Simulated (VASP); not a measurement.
# Al32H (a cell with a defect) in VASP: a series of runs

Runs on Al32H (a cell with a defect). Level: PBE+D3(BJ). Tasks: single point.

All numbers are computed with VASP 6.6.1; they aren't measurements. Logs are shortened: lines on timing, memory, paths and dates and some standing lists are left out, and cuts for length are marked.

**1. The cell of the first run**

The cell holds a defect, 33 atoms: a = 8.100 Å, b = 8.100 Å, c = 8.100 Å, α = 90.00°, β = 90.00°, γ = 90.00°.

**2. Single point, PBE+D3(BJ)**

Input file INCAR:

```
  ALGO = Normal
  EDIFF = 1E-6
  ENCUT = 520
  GGA = PE
  ISIF = 2
  ISMEAR = 0
  IVDW = 12
  LASPH = T
  LCHARG = F
  LREAL = Auto
  LWAVE = F
  NBANDS = 70
  NELM = 60
  PREC = Accurate
  SIGMA = 0.1
```

Input file KPOINTS:

```
k-points
0
Gamma
  2 2 2
```

Input file POSCAR:

```
Al32H
1.0
    8.1000000000      0.0000000000      0.0000000000
    0.0000000000      8.1000000000      0.0000000000
    0.0000000000      0.0000000000      8.1000000000
Al H
32 1
Direct
    0.5004648148      0.0029876543      0.0024856790
    0.7494643210      0.2508914815     -0.0009154321
    0.7494387654     -0.0003697531      0.2503443210
    0.0007054321     -0.0003432099     -0.0009111111
    0.2497171605      0.2475402469      0.0024400000
    0.4993292593      0.5010101235     -0.0017018519
    0.7528223457      0.7506013580      0.0025065432
    0.2496714815      0.0030072840      0.2469685185
    0.5004671605      0.2474917284      0.2469850617
    0.7527987654      0.4998377778      0.2469955556
    0.4992914815     -0.0011683951      0.5005144444
    0.7528280247      0.2474680247      0.4993786420
    0.7527951852      0.0029767901      0.7501390123
   -0.0026113580      0.4998697531      0.0024312346
    0.2508103704      0.7495149383     -0.0017116049
    0.0007059259      0.2508875309      0.2503185185
    0.2508514815      0.5010397531      0.2511279012
    0.4992886420      0.7494611111      0.2511439506
   -0.0027064198      0.0030295062      0.4993603704
    0.2508107407      0.2516883951      0.5004638272
    0.5094106173      0.4908603704      0.4904335802
    0.7486366667      0.7494856790      0.5004928395
    0.2508493827     -0.0011508642      0.7489371605
    0.4993280247      0.2516772840      0.7489637037
    0.7486682716      0.5010293827      0.7489455556
   -0.0027035802      0.7506217284      0.2469486420
    0.0014977778      0.5010101235      0.5004774074
    0.2406169136      0.7596475309      0.4903354321
   -0.0026107407      0.2475492593      0.7501090123
    0.2408993827      0.4910570370      0.7589220988
    0.5093969136      0.7595361728      0.7591060494
    0.0014965432      0.7495003704      0.7489641975
    0.3751317284      0.6255296296      0.6244216049
```

Potentials or basis: VASP PAW PBE potentials, release 64 (Al, H).

The run is started by

```
cat potpaw_PBE.64/Al/POTCAR potpaw_PBE.64/H/POTCAR > POTCAR
mpirun -np 1 vasp_std > vasp.out
```

OUTCAR:

```text
EDIFF = 1E-6
   ENCUT = 520
   GGA = PE
   ISIF = 2
   ISMEAR = 0
   IVDW = 12
   LASPH = T
   LREAL = Auto
   NELM = 60
   PREC = Accurate
 IVDW          = 12

 ion  position               nearest neighbor table
   1  0.500  0.003  0.002-  31 2.79   9 2.80   8 2.84   5 2.84   3 2.85   2 2.85  18 2.88  24 2.88
                            15 2.88  23 2.88  13 2.89   7 2.89
   2  0.749  0.251  0.999-  10 2.85  13 2.85   9 2.85  29 2.85  14 2.85   1 2.85   6 2.87  24 2.87
                            25 2.87  16 2.88   4 2.88   3 2.88
   3  0.749  1.000  0.250-   1 2.85   9 2.85  26 2.85   7 2.85  19 2.85  12 2.85  22 2.87  11 2.87
                            18 2.87   2 2.88   4 2.88  16 2.88
   4  0.001  1.000  0.999-   8 2.85  13 2.85  29 2.85   5 2.85  26 2.85   7 2.85  15 2.87  32 2.87
                            23 2.87  16 2.88   2 2.88   3 2.88
   5  0.250  0.248  0.002-  30 2.79   8 2.80   9 2.84   1 2.84  16 2.85   4 2.85  17 2.88  23 2.88
                             6 2.88  24 2.88  14 2.89  29 2.89
   6  0.499  0.501  0.998-  15 2.85  31 2.85  30 2.85  24 2.86  25 2.86   2 2.87  18 2.87  17 2.87
                            10 2.88   9 2.88   5 2.88   7 2.88
   7  0.753  0.751  0.003-  31 2.79  26 2.80  10 2.84  14 2.84   3 2.85   4 2.85  18 2.88  32 2.88
                             6 2.88  25 2.88  13 2.89   1 2.89
   8  0.250  0.003  0.247-  28 2.79   5 2.80   1 2.84   9 2.84   4 2.85  16 2.85  15 2.88  20 2.88
                            18 2.88  11 2.88  26 2.89  19 2.89
   9  0.500  0.247  0.247-  21 2.79   1 2.80   8 2.84   5 2.84   3 2.85   2 2.85  11 2.88   6 2.88
[... 32 lines left out ...]
                            29 2.88  14 2.88  12 2.88   7 2.88
  26  0.997  0.751  0.247-  28 2.79   7 2.80  14 2.84  10 2.84   3 2.85   4 2.85  15 2.88  22 2.88
                            17 2.88  27 2.88   8 2.89  19 2.89
  27  0.001  0.501  0.500-  32 2.85  28 2.85  30 2.85  20 2.86  17 2.86  16 2.87  25 2.87  22 2.87
                            10 2.88  12 2.88  29 2.88  26 2.88
  28  0.241  0.760  0.490-  33 1.88  19 2.79  26 2.79   8 2.79  32 2.85  27 2.85  23 2.85  17 2.85
                            11 2.85  18 2.85  30 3.08  31 3.08  21 3.08
  29  0.997  0.248  0.750-  30 2.79  13 2.80  19 2.84  12 2.84   4 2.85   2 2.85  23 2.88  25 2.88
                            20 2.88  27 2.88  14 2.89   5 2.89
  30  0.241  0.491  0.759-  33 1.89  29 2.79  14 2.79   5 2.79   6 2.85  24 2.85  15 2.85  20 2.85
                            32 2.85  27 2.85  31 3.08  21 3.08  28 3.08
  31  0.509  0.760  0.759-  33 1.88   7 2.79   1 2.79  13 2.79   6 2.85  15 2.85  25 2.85  22 2.85
                            23 2.85  11 2.85  30 3.08  21 3.08  28 3.08
  32  0.001  0.750  0.749-  27 2.85  28 2.85  30 2.85  15 2.86  23 2.86   4 2.87  25 2.87  22 2.87
                            13 2.88   7 2.88  14 2.88  19 2.88
  33  0.375  0.626  0.624-  28 1.88  21 1.88  31 1.88  30 1.89

  LATTYP: Found a simple cubic cell.
 ALAT       =     8.1000000000

  Lattice vectors:

 A1 = (   8.1000000000,   0.0000000000,   0.0000000000)
 A2 = (   0.0000000000,   8.1000000000,   0.0000000000)
 A3 = (   0.0000000000,   0.0000000000,   8.1000000000)

Analysis of symmetry for initial positions (statically):
=====================================================================
 Subroutine PRICEL returns:
 Original cell was already a primitive cell.

 Routine SETGRP: Setting up the symmetry group for a
 simple cubic supercell.

 Subroutine GETGRP returns: Found  1 space group operations
 (whereof  1 operations were pure point group operations)
 out of a pool of 48 trial point group operations.

The static configuration has the point symmetry C_1 .

Analysis of symmetry for dynamics (positions and initial velocities):
=====================================================================
 Subroutine PRICEL returns:
 Original cell was already a primitive cell.

 Routine SETGRP: Setting up the symmetry group for a
 simple cubic supercell.

 Subroutine GETGRP returns: Found  1 space group operations
 (whereof  1 operations were pure point group operations)
 out of a pool of 48 trial point group operations.

The dynamic configuration has the point symmetry C_1 .

 Subroutine INISYM returns: Found  1 space group operations
 (whereof  1 operations are pure point group operations),
 and found     1 'primitive' translations

----------------------------------------------------------------------------------------

                                     Primitive cell

  volume of cell :     531.4410

  direct lattice vectors                    reciprocal lattice vectors
     8.100000000  0.000000000  0.000000000     0.123456790  0.000000000  0.000000000
     0.000000000  8.100000000  0.000000000     0.000000000  0.123456790  0.000000000
     0.000000000  0.000000000  8.100000000     0.000000000  0.000000000  0.123456790

  length of vectors
[... 68 lines left out ...]
   NGXF,Y,Z  is equivalent  to a cutoff of  24.63, 24.63, 24.63 a.u.
 SYSTEM =  unknown system
   PREC   = accura    normal or accurate (medium, high low for compatibility)
   ISTART =      0    job   : 0-new  1-cont  2-samecut
   ICHARG =      2    charge: 1-file 2-atom 10-const
   ISPIN  =      1    spin polarized calculation?
   LNONCOLLINEAR =      F non collinear calculations
   LSORBIT =      F    spin-orbit coupling
   LASPH  =      T    aspherical Exc in radial PAW
   ENCUT  =  520.0 eV  38.22 Ry    6.18 a.u.  15.06 15.06 15.06*2*pi/ulx,y,z
   NELM   =     60;   NELMIN=  2; NELMDL= -5     # of ELM steps
   EDIFF  = 0.1E-05   stopping-criterion for ELM
   LREAL  =      T    real-space projection
   EDIFFG = 0.1E-04   stopping-criterion for IOM
   NSW    =      0    number of steps for IOM
   IBRION =     -1    ionic relax: 0-MD 1-quasi-New 2-CG
   NFREE  =      0    steps in history (QN), initial steepest desc. (CG)
   ISIF   =      2    stress and relaxation
   ISYM   =      2    0-nonsym 1-usesym 2-fastsym
   POTIM  = 0.5000    time-step for ionic-motion
   TEBEG  =    0.0;   TEEND  =   0.0 temperature during run
   PSTRESS=    0.0 pullay stress
   NELECT =      97.0000    total number of electrons
   NUPDOWN=      -1.0000    fix difference up-down
   EMIN   =  10.00;   EMAX   =-10.00  energy-range for DOS
   EFERMI =   0.00;   METHOD = LEGACY
   ISMEAR =     0;   SIGMA  =   0.10  broadening in eV -4-tet -1-fermi 0-gaus
   EFERMI_NEDOS =   21; number of points for ismear=-14 and -15
   IALGO  =     38    algorithm
   IMIX   =      4    mixing-type and parameters
     AMIX     =   0.40;   BMIX     =  1.00
     AMIX_MAG =   1.60;   BMIX_MAG =  1.00
  volume/ion in A,a.u.               =      16.10       108.68
  Fermi-wavevector in a.u.,A,eV,Ry     =   0.928639  1.754874 11.733269  0.862371
  Thomas-Fermi vector in A             =   2.054837
   LORBIT       =      0    0 simple, 1 ext, 2 COOP (PROOUT), +10 PAW based schemes
   GGA     = PE    functional components
   LHFCALC =     F    Hartree Fock is set to
   AEXX    =    0.0000 exact exchange contribution
   IVDW    =    12    specifies the selected vdW correction
   LEPSILON=     F    determine dielectric tensor
   LRPA    =     F    only Hartree local field effects (RPA)
 non-spin polarized calculation
 Gauss-broadening in eV      SIGMA  =   0.10
  energy-cutoff  :      520.00
  volume of cell :      531.44
 maximum number of plane-waves:     14400
   NGX = 31   NGY = 31   NGZ = 31

 number of electron      96.9999998 magnetization

 Free energy of the ion-electron system (eV)
  ---------------------------------------------------
  ext. energy  EPLUGINS =         0.00000000
  ---------------------------------------------------
  free energy    TOTEN  =      -122.56665658 eV

  energy without entropy =     -122.39271176  energy(sigma->0) =     -122.47968417

 E-fermi :   7.5998     XC(G=0): -10.1931

 val. band max:        7.5860546473   @ k =   0.0000   0.5000   0.0000
 cond. band min:       7.6168324150   @ k =   0.5000   0.0000   0.0000
 fundamental gap:      0.0307777676
 Fermi energy:         7.5997711065

 k-point     1 :       0.0000    0.0000    0.0000
  band No.  band energies     occupation
      1      -3.2666      2.00000
      2      -1.5822      2.00000
      3      -0.9242      2.00000
      4      -0.9238      2.00000
      5      -0.9233      2.00000
      6      -0.9194      2.00000
[... 493 lines left out ...]
     59      11.2447      0.00000
     60      11.2453      0.00000
 [bands above 60 left out]

------------------------ aborting loop because EDIFF is reached ----------------------------------------

 Edisp (eV)  -10.83676

 E8    (eV) :    -4.8260

  FORCE on cell =-STRESS in cart. coord.  units (eV):
  Direction    XX          YY          ZZ          XY          YZ          ZX
  --------------------------------------------------------------------------------------
  -------------------------------------------------------------------------------------
  Total      -9.02128    -9.01927    -9.01731    -0.01222     0.00039     0.01205
  in kB     -27.19716   -27.19110   -27.18521    -0.03683     0.00116     0.03633
  external pressure =      -27.19 kB  Pullay stress =        0.00 kB

 VOLUME and BASIS-vectors are now :
 -----------------------------------------------------------------------------
  energy-cutoff  :      520.00
  volume of cell :      531.44
      direct lattice vectors                 reciprocal lattice vectors
     8.100000000  0.000000000  0.000000000     0.123456790  0.000000000  0.000000000
     0.000000000  8.100000000  0.000000000     0.000000000  0.123456790  0.000000000
     0.000000000  0.000000000  8.100000000     0.000000000  0.000000000  0.123456790

 POSITION                                       TOTAL-FORCE (eV/Angst)
 -----------------------------------------------------------------------------------
      4.05376      0.02420      0.02013        -0.000263      0.003269      0.004586
      6.07066      2.03222      8.09258        -0.004742      0.005323     -0.005036
      6.07045      8.09700      2.02779        -0.006717     -0.004649      0.004608
      0.00571      8.09722      8.09262         0.005146     -0.004282     -0.006432
      2.02271      2.00508      0.01976         0.001058     -0.004486      0.004385
      4.04457      4.05818      8.08621        -0.004059      0.005159     -0.003462
[... 25 lines left out ...]
      0.01212      6.07095      6.06661         0.003258     -0.004350     -0.006775
      3.03857      5.06679      5.05781        -0.000152     -0.002768      0.003074
 -----------------------------------------------------------------------------------
    total drift:                               -0.001772      0.007253     -0.010419

  FREE ENERGIE OF THE ION-ELECTRON SYSTEM (eV)
  ---------------------------------------------------
  free  energy   TOTEN  =      -133.4034197676 eV

  energy  without entropy=     -133.2294749483  energy(sigma->0) =     -133.31644736
```

It took 9.1 min on 1 thread of Intel Xeon 8259CL, shared host; peak memory 0.56 GiB.

What came out:

- Free energy: -133.4034 eV
- Pressure: -2.7 GPa
- Largest force: 0.010 eV/Å
- Band gap on the k mesh: zero (an odd number of electrons rules out a gap without spin polarisation)
- Dispersion energy per atom: -0.328 eV

Forces in eV/Å, atoms in the order of the input:
```
Al   0.000  0.003  0.005
Al  -0.005  0.005 -0.005
Al  -0.007 -0.005  0.005
Al   0.005 -0.004 -0.006
Al   0.001 -0.004  0.004
Al  -0.004  0.005 -0.003
Al   0.004  0.000  0.003
Al   0.001  0.002 -0.003
Al   0.000 -0.004 -0.003
Al   0.004  0.001 -0.003
Al  -0.006 -0.004  0.005
Al   0.004 -0.003  0.000
Al   0.004  0.003 -0.001
Al  -0.004  0.000  0.005
Al   0.005 -0.004 -0.005
Al   0.006  0.007  0.004
Al   0.005  0.006  0.004
Al  -0.006 -0.005  0.004
Al  -0.002  0.002  0.000
Al   0.005  0.005  0.005
Al   0.004 -0.002 -0.004
Al  -0.005 -0.005  0.004
Al   0.005 -0.004 -0.006
Al  -0.004  0.003 -0.006
Al  -0.003  0.006 -0.006
Al  -0.002  0.000 -0.002
Al   0.003  0.006  0.004
Al  -0.003  0.003 -0.003
Al  -0.004 -0.004  0.000
Al  -0.006 -0.006  0.005
Al   0.004  0.004  0.003
Al   0.003 -0.004 -0.007
H    0.000 -0.003  0.003
```

Levels at points of the mesh, in eV from the Fermi level:
```tsv
k point	band 46	band 47	band 48	band 49	band 50	band 51
(0.00, 0.00, 0.00)	0.47	0.47	0.47	0.54	0.54	0.55
(0.50, 0.00, 0.00)	-0.03	-0.01	-0.01	0.02	0.02	0.02
(0.00, 0.50, 0.00)	-0.03	-0.01	-0.01	0.02	0.02	0.02
(0.00, 0.00, 0.50)	-0.03	-0.01	-0.01	0.02	0.02	0.02
(0.50, 0.50, 0.00)	-0.11	-0.07	-0.07	0.73	1.12	1.12
(0.00, 0.50, 0.50)	-0.11	-0.07	-0.07	0.73	1.12	1.12
(0.50, 0.00, 0.50)	-0.11	-0.07	-0.07	0.73	1.12	1.12
(0.50, 0.50, 0.50)	-0.40	-0.40	-0.40	-0.40	-0.40	-0.39
```

Caveat: the k points lie up to 0.39 Å⁻¹ apart, too coarse for converged energies and pressures of a metal.

**3. Single point, PBE+D3(BJ)**

Input file INCAR:

```
SYSTEM = Al32H
ALGO = Normal
EDIFF = 1E-6
ENCUT = 520
GGA = PE
ISIF = 2
ISMEAR = 0
IVDW = 12
LASPH = .TRUE.
LCHARG = .FALSE.
LREAL = Auto
LWAVE = .FALSE.
NBANDS = 70
NELM = 100
PREC = Accurate
SIGMA = 0.1
```

Input file KPOINTS:

```
k-points
0
G
  2 2 2
  0 0 0
```

Input file POSCAR:

```
Al32H
1.0
    8.1000000000      0.0000000000      0.0000000000
    0.0000000000      8.1000000000      0.0000000000
    0.0000000000      0.0000000000      8.1000000000
Al H
32 1
Direct
    0.4995996744     -0.0006176464     -0.0006160652
    0.7507810370      0.2505726192     -0.0006041017
    0.7507810044     -0.0006056835      0.2505745851
   -0.0003160831      0.0027504613      0.0027517061
    0.2506396583      0.2471707847      0.0028026260
    0.5029725487      0.4994964849      0.0027866724
    0.7473866472      0.7504597548      0.0027632743
    0.2506395203      0.0028012015      0.2471727522
    0.4995963587      0.2505879363      0.2505898729
    0.7473813526      0.4995109655      0.2472068188
    0.5029721841      0.0027850473      0.4994980150
    0.7473815442      0.2472052145      0.4995123147
    0.7473865474      0.0027620707      0.7504608927
    0.0008281457      0.5006329947     -0.0013049961
    0.2495319987      0.7493429678     -0.0013098461
   -0.0003184746      0.2472182086      0.2472200208
    0.2495285755      0.5006308586      0.2512831590
    0.5029706220      0.7504763979      0.2471903140
    0.0008281139     -0.0013065012      0.5006346084
    0.2495283368      0.2512812111      0.5006327385
    0.4988906171      0.5006531440      0.5006547943
    0.7514756718      0.7493573767      0.5006146249
    0.2495322393     -0.0013113945      0.7493446412
    0.5029709021      0.2471882716      0.7504777158
    0.7514756760      0.5006127719      0.7493590201
    0.0008312477      0.7493343463      0.2512775186
   -0.0091427983      0.4907026606      0.4907039768
    0.2595127510      0.7593705191      0.4906072043
    0.0008312804      0.2512755937      0.7493357570
    0.2595137591      0.4906049191      0.7593724644
    0.4988912265      0.7493178568      0.7493192862
   -0.0091272958      0.7592585758      0.7592596086
    0.1254048108      0.6249701106      0.6249743259
```

Potentials or basis: VASP PAW PBE potentials, release 64 (Al, H).

The run is started by

```
cat potpaw_PBE.64/Al/POTCAR potpaw_PBE.64/H/POTCAR > POTCAR
mpirun -np 1 vasp_std > vasp.out
```

Wall time 9.2 min (1 thread of Intel Xeon 8259CL, shared host); peak memory 0.5 GiB.

The run converged. Its results:

| Quantity | Value |
| --- | --- |
| Free energy | -133.4032 eV |
| Pressure | -2.7 GPa |
| Largest force | 0.014 eV/Å |
| Band gap on the k mesh | zero (an odd number of electrons rules out a gap without spin polarisation) |
| Dispersion energy per atom | -0.328 eV |

Forces in eV/Å, atoms in the order of the input:
```
Al  -0.005 -0.006 -0.006
Al   0.005  0.006 -0.006
Al   0.005 -0.006  0.006
Al   0.004  0.003  0.003
Al  -0.003 -0.002  0.002
Al   0.002  0.003  0.002
Al  -0.003 -0.003  0.003
Al  -0.003  0.002 -0.002
Al  -0.005  0.006  0.006
Al  -0.003  0.003 -0.002
Al   0.002  0.002  0.003
Al  -0.003 -0.002  0.003
Al  -0.003  0.003 -0.003
Al   0.009  0.007 -0.007
Al  -0.008 -0.008 -0.008
Al   0.004 -0.003 -0.003
Al  -0.007  0.009  0.009
Al   0.003 -0.003 -0.002
Al   0.009 -0.007  0.007
Al  -0.007  0.009  0.009
Al  -0.007  0.008  0.008
Al   0.008 -0.008  0.008
Al  -0.008 -0.008 -0.008
Al   0.003 -0.002 -0.003
Al   0.008  0.008 -0.008
Al   0.009 -0.008  0.007
Al  -0.006 -0.005 -0.005
Al   0.004  0.005 -0.005
Al   0.009  0.007 -0.008
Al   0.004 -0.005  0.005
Al  -0.008 -0.009 -0.009
Al  -0.005  0.004  0.004
H   -0.002  0.000  0.000
```

Levels at points of the mesh, in eV from the Fermi level:
```
           k point  band 44  band 45  band 46  band 47  band 48  band 49  band 50  band 51  band 52  band 53
(0.00, 0.00, 0.00)    -0.47    -0.42     0.47     0.47     0.47     0.54     0.55     0.55     0.99     1.36
(0.50, 0.00, 0.00)    -0.73    -0.44    -0.03    -0.01    -0.01     0.02     0.02     0.02     0.07     1.43
(0.00, 0.50, 0.00)    -0.73    -0.44    -0.03    -0.01    -0.01     0.02     0.02     0.02     0.07     1.43
(0.50, 0.50, 0.00)    -1.00    -0.12    -0.10    -0.07    -0.07     0.73     1.12     1.12     1.16     1.17
(0.00, 0.50, 0.50)    -1.00    -0.12    -0.10    -0.07    -0.07     0.73     1.12     1.12     1.16     1.17
(0.50, 0.50, 0.50)    -0.43    -0.43    -0.40    -0.40    -0.40    -0.39    -0.39    -0.39    -0.39    -0.39
```

Caveat: the k points lie up to 0.39 Å⁻¹ apart, too coarse for converged energies and pressures of a metal.
